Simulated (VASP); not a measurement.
# Ti4B (P6/mmm) in VASP: a series of runs

Ti4B is run at these levels: PBE; tasks: single point, relaxation of cell and atoms.

All numbers are computed with VASP 6.6.1; they aren't measurements. Logs are shortened: lines on timing, memory, paths and dates and some standing lists are left out, and cuts for length are marked.

## (1) The cell of the first run

The structure is hexagonal, space group P6/mmm (No. 191). Conventional cell: a = 4.041 Å, b = 4.041 Å, c = 5.393 Å, α = 90.00°, β = 90.00°, γ = 120.00°. Within 3.1 Å of Ti (site symmetry -6m2) lie 5 Ti at 2.33 to 2.70 Å. Ti (site symmetry -6m2) has 3 B at 2.33 Å and 5 Ti at 2.33 to 2.70 Å within 3.1 Å. Within 3.1 Å of B (site symmetry 6/mmm) lie 6 Ti at 2.33 Å.

## (2) Single point, PBE

File INCAR:

```
SYSTEM = Ti4B
  ALGO = Normal
  EDIFF = 1E-6
  ENCUT = 520
  GGA = PE
  ISIF = 2
  ISMEAR = 0
  LASPH = .True.
  LCHARG = .False.
  LREAL = .False.
  LWAVE = .False.
  NBANDS = 34
  NELM = 80
  PREC = Accurate
  SIGMA = 0.1
```

File KPOINTS:

```
k-points
0
Gamma
  6 6 4
  0 0 0
```

File POSCAR:

```
Ti4B
1.0
    4.0413008800      0.0000000000      0.0000000000
   -2.0206504400      3.4998692300      0.0000000000
    0.0000000000      0.0000000000      5.3926517500
Ti B
4 1
Direct
    0.3333333300      0.6666666700      0.0000000000
    0.6666666700      0.3333333300      0.0000000000
    0.3333333300      0.6666666700      0.5000000000
    0.6666666700      0.3333333300      0.5000000000
    0.0000000000      0.0000000000      0.5000000000
```

Potentials or basis: VASP PAW PBE potentials, release 64 (Ti_sv, B).

Started as:

```console
$ cat potpaw_PBE.64/Ti_sv/POTCAR potpaw_PBE.64/B/POTCAR > POTCAR
$ mpirun -np 1 vasp_std > vasp.out
```

OUTCAR:

```text
SYSTEM = Ti4B
   EDIFF = 1E-6
   ENCUT = 520
   GGA = PE
   ISIF = 2
   ISMEAR = 0
   LASPH = .True.
   LREAL = .False.
   NELM = 80
   PREC = Accurate

 ion  position               nearest neighbor table
   1  0.333  0.667  0.000-   2 2.33   2 2.33   2 2.33   3 2.70   3 2.70
   2  0.667  0.333  0.000-   1 2.33   1 2.33   1 2.33   4 2.70   4 2.70
   3  0.333  0.667  0.500-   5 2.33   4 2.33   4 2.33   5 2.33   5 2.33   4 2.33   1 2.70   1 2.70

   4  0.667  0.333  0.500-   5 2.33   3 2.33   3 2.33   5 2.33   5 2.33   3 2.33   2 2.70   2 2.70

   5  0.000  0.000  0.500-   3 2.33   4 2.33   4 2.33   3 2.33   4 2.33   3 2.33

  LATTYP: Found a hexagonal cell.
 ALAT       =     4.0413008800
 C/A-ratio  =     1.3343851176

  Lattice vectors:

 A1 = (   4.0413008800,   0.0000000000,   0.0000000000)
 A2 = (  -2.0206504400,   3.4998692300,   0.0000000000)
 A3 = (   0.0000000000,   0.0000000000,   5.3926517500)

Analysis of symmetry for initial positions (statically):
=====================================================================
 Subroutine PRICEL returns:
 Original cell was already a primitive cell.

 Routine SETGRP: Setting up the symmetry group for a
 hexagonal supercell.

 Subroutine GETGRP returns: Found 24 space group operations
 (whereof 24 operations were pure point group operations)
 out of a pool of 24 trial point group operations.

The static configuration has the point symmetry D_6h.

Analysis of symmetry for dynamics (positions and initial velocities):
=====================================================================
 Subroutine PRICEL returns:
 Original cell was already a primitive cell.

 Routine SETGRP: Setting up the symmetry group for a
 hexagonal supercell.

 Subroutine GETGRP returns: Found 24 space group operations
 (whereof 24 operations were pure point group operations)
 out of a pool of 24 trial point group operations.

The dynamic configuration has the point symmetry D_6h.

 Subroutine INISYM returns: Found 24 space group operations
 (whereof 24 operations are pure point group operations),
 and found     1 'primitive' translations

----------------------------------------------------------------------------------------

                                     Primitive cell

  volume of cell :      76.2738

  direct lattice vectors                    reciprocal lattice vectors
     4.041300880  0.000000000  0.000000000     0.247445075  0.142862481  0.000000000
    -2.020650440  3.499869230  0.000000000     0.000000000  0.285724961  0.000000000
     0.000000000  0.000000000  5.392651750     0.000000000  0.000000000  0.185437526

  length of vectors
     4.041300880  4.041300883  5.392651750     0.285724961  0.285724961  0.185437526

  position of ions in fractional coordinates (direct lattice)
     0.333333330  0.666666670  0.000000000
     0.666666670  0.333333330  0.000000000
     0.333333330  0.666666670  0.500000000
     0.666666670  0.333333330  0.500000000
     0.000000000  0.000000000  0.500000000

  ion indices of the primitive-cell ions
   primitive index   ion index
                 1           1
                 2           2
                 3           3
                 4           4
                 5           5

----------------------------------------------------------------------------------------

 KPOINTS: k-points

Automatic generation of k-mesh.
 Grid dimensions read from file:
 generate k-points for:    6    6    4

 Generating k-lattice:

  Cartesian coordinates                     Fractional coordinates (reciprocal lattice)
     0.041240846  0.023810413  0.000000000     0.166666667 -0.000000000  0.000000000
     0.000000000  0.047620827  0.000000000     0.000000000  0.166666667  0.000000000
     0.000000000  0.000000000  0.046359382     0.000000000  0.000000000  0.250000000

  Length of vectors
     0.047620827  0.047620827  0.046359382

  Shift w.r.t. Gamma in fractional coordinates (k-lattice)
     0.000000000  0.000000000  0.000000000

 Subroutine IBZKPT returns following result:
 ===========================================

 Found     21 irreducible k-points:

 Following reciprocal coordinates:
            Coordinates               Weight
  0.000000  0.000000  0.000000      1.000000
  0.166667 -0.000000  0.000000      6.000000
  0.333333  0.000000  0.000000      6.000000
  0.500000  0.000000  0.000000      3.000000
  0.166667  0.166667  0.000000      6.000000
  0.333333  0.166667  0.000000     12.000000
[... 13 lines left out ...]
  0.333333  0.166667  0.500000     12.000000
  0.333333  0.333333  0.500000      2.000000
   k-points           NKPTS =     21   k-points in BZ     NKDIM =     21   number of bands    NBANDS=     34
   number of dos      NEDOS =    301   number of ions     NIONS =      5
   total plane-waves  NPLWV =  36000
   dimension x,y,z NGX =    30 NGY =   30 NGZ =   40
   dimension x,y,z NGXF=    60 NGYF=   60 NGZF=   80
   ions per type =               4   1
   NGX,Y,Z   is equivalent  to a cutoff of  12.34, 12.34, 12.33 a.u.
   NGXF,Y,Z  is equivalent  to a cutoff of  24.68, 24.68, 24.66 a.u.
 SYSTEM =  Ti4B
   PREC   = accura    normal or accurate (medium, high low for compatibility)
   ISTART =      0    job   : 0-new  1-cont  2-samecut
   ICHARG =      2    charge: 1-file 2-atom 10-const
   ISPIN  =      1    spin polarized calculation?
   LNONCOLLINEAR =      F non collinear calculations
   LSORBIT =      F    spin-orbit coupling
   LASPH  =      T    aspherical Exc in radial PAW
   ENCUT  =  520.0 eV  38.22 Ry    6.18 a.u.   7.51  7.51 10.03*2*pi/ulx,y,z
   NELM   =     80;   NELMIN=  2; NELMDL= -5     # of ELM steps
   EDIFF  = 0.1E-05   stopping-criterion for ELM
   LREAL  =      F    real-space projection
   EDIFFG = 0.1E-04   stopping-criterion for IOM
   NSW    =      0    number of steps for IOM
   IBRION =     -1    ionic relax: 0-MD 1-quasi-New 2-CG
   NFREE  =      0    steps in history (QN), initial steepest desc. (CG)
   ISIF   =      2    stress and relaxation
   ISYM   =      2    0-nonsym 1-usesym 2-fastsym
   POTIM  = 0.5000    time-step for ionic-motion
   TEBEG  =    0.0;   TEEND  =   0.0 temperature during run
   PSTRESS=    0.0 pullay stress
   NELECT =      51.0000    total number of electrons
   NUPDOWN=      -1.0000    fix difference up-down
   EMIN   =  10.00;   EMAX   =-10.00  energy-range for DOS
   EFERMI =   0.00;   METHOD = LEGACY
   ISMEAR =     0;   SIGMA  =   0.10  broadening in eV -4-tet -1-fermi 0-gaus
   EFERMI_NEDOS =   21; number of points for ismear=-14 and -15
   IALGO  =     38    algorithm
   IMIX   =      4    mixing-type and parameters
     AMIX     =   0.40;   BMIX     =  1.00
     AMIX_MAG =   1.60;   BMIX_MAG =  1.00
  volume/ion in A,a.u.               =      15.25       102.94
  Fermi-wavevector in a.u.,A,eV,Ry     =   1.431550  2.705237 27.882889  2.049335
  Thomas-Fermi vector in A             =   2.551274
   LORBIT       =      0    0 simple, 1 ext, 2 COOP (PROOUT), +10 PAW based schemes
   GGA     = PE    functional components
   LHFCALC =     F    Hartree Fock is set to
   AEXX    =    0.0000 exact exchange contribution
   IVDW    =     0    specifies the selected vdW correction
   LEPSILON=     F    determine dielectric tensor
   LRPA    =     F    only Hartree local field effects (RPA)
 non-spin polarized calculation
 Gauss-broadening in eV      SIGMA  =   0.10
  energy-cutoff  :      520.00
  volume of cell :       76.27
 maximum number of plane-waves:      2079
   NGX = 15   NGY = 15   NGZ = 21

 number of electron      50.9999982 magnetization

 Free energy of the ion-electron system (eV)
  ---------------------------------------------------
  ext. energy  EPLUGINS =         0.00000000
  ---------------------------------------------------
  free energy    TOTEN  =       -32.40001551 eV

  energy without entropy =      -32.35570832  energy(sigma->0) =      -32.37786191

 E-fermi :   7.5851     XC(G=0): -11.3789

 val. band max:        7.5741251879   @ k =   0.3333   0.3333   0.2500
 cond. band min:       7.6065788004   @ k =   0.1667   0.1667   0.2500
 fundamental gap:      0.0324536125
 Fermi energy:         7.5851384918

 k-point     1 :       0.0000    0.0000    0.0000
  band No.  band energies     occupation
      1     -48.9553      2.00000
      2     -48.7542      2.00000
      3     -48.3327      2.00000
      4     -48.1354      2.00000
      5     -25.7518      2.00000
      6     -25.7518      2.00000
[... 26 lines left out ...]
     33       9.6861      0.00000
     34       9.6861      0.00000

 k-point     2 :       0.1667   -0.0000    0.0000
  band No.  band energies     occupation
      1     -48.9200      2.00000
      2     -48.7192      2.00000
      3     -48.3711      2.00000
      4     -48.1734      2.00000
      5     -25.7881      2.00000
      6     -25.6863      2.00000
[... 26 lines left out ...]
     33       9.8637      0.00000
     34       9.8912      0.00000

 k-point     3 :       0.3333    0.0000    0.0000
  band No.  band energies     occupation
      1     -48.8282      2.00000
      2     -48.6279      2.00000
      3     -48.4690      2.00000
      4     -48.2707      2.00000
      5     -25.8553      2.00000
      6     -25.6894      2.00000
[... 26 lines left out ...]
     33      10.4558      0.00000
     34      11.1155      0.00000
[... 593 lines left out ...]
 k-point    20 :       0.3333    0.1667    0.5000
  band No.  band energies     occupation
      1     -48.7415      2.00000
      2     -48.5667      2.00000
      3     -48.5354      2.00000
      4     -48.3593      2.00000
      5     -25.8984      2.00000
      6     -25.7784      2.00000
[... 26 lines left out ...]
     33      10.3028      0.00000
     34      10.4954      0.00000

 k-point    21 :       0.3333    0.3333    0.5000
  band No.  band energies     occupation
      1     -48.6392      2.00000
      2     -48.6392      2.00000
      3     -48.4637      2.00000
      4     -48.4637      2.00000
      5     -25.9388      2.00000
      6     -25.8240      2.00000
[... 26 lines left out ...]
     33      10.0235      0.00000
     34      10.3408      0.00000

------------------------ aborting loop because EDIFF is reached ----------------------------------------

  FORCE on cell =-STRESS in cart. coord.  units (eV):
  Direction    XX          YY          ZZ          XY          YZ          ZX
  --------------------------------------------------------------------------------------
  -------------------------------------------------------------------------------------
  Total        9.0894258      9.0894258     -1.7794501      0.0000000      0.0000000      0.0000000
  in kB      190.9288915    190.9288919    -37.3784257      0.0000000      0.0000000      0.0000000
  external PRESSURE =     114.8264525 kB  Pullay stress =       0.0000000 kB

 VOLUME and BASIS-vectors are now :
 -----------------------------------------------------------------------------
  energy-cutoff  :      520.00
  volume of cell :       76.27
      direct lattice vectors                 reciprocal lattice vectors
     4.041300880  0.000000000  0.000000000     0.247445075  0.142862481  0.000000000
    -2.020650440  3.499869230  0.000000000     0.000000000  0.285724961  0.000000000
     0.000000000  0.000000000  5.392651750     0.000000000  0.000000000  0.185437526

 POSITION                                       TOTAL-FORCE (eV/Angst)
 -----------------------------------------------------------------------------------
     -0.00000      2.33325      0.00000         0.000000      0.000000      0.000000
      2.02065      1.16662      0.00000        -0.000000      0.000000     -0.000000
     -0.00000      2.33325      2.69633         0.000000     -0.000000     -0.000000
      2.02065      1.16662      2.69633        -0.000000      0.000000     -0.000000
      0.00000      0.00000      2.69633        -0.000000      0.000000     -0.000000
 -----------------------------------------------------------------------------------
    total drift:                               -0.000000      0.000000     -0.000000

  FREE ENERGIE OF THE ION-ELECTRON SYSTEM (eV)
  ---------------------------------------------------
  free  energy   TOTEN  =       -32.4000155103 eV

  energy  without entropy=      -32.3557083152  energy(sigma->0) =      -32.37786191
```

Wall time 42 s (1 thread of AMD EPYC 7R13 (Zen 3), shared host); peak memory 0.17 GiB.

What came out:

```yaml
Free_energy: -32.4000 eV
Pressure: 11.5 GPa
```

[end of part 1 of 2]
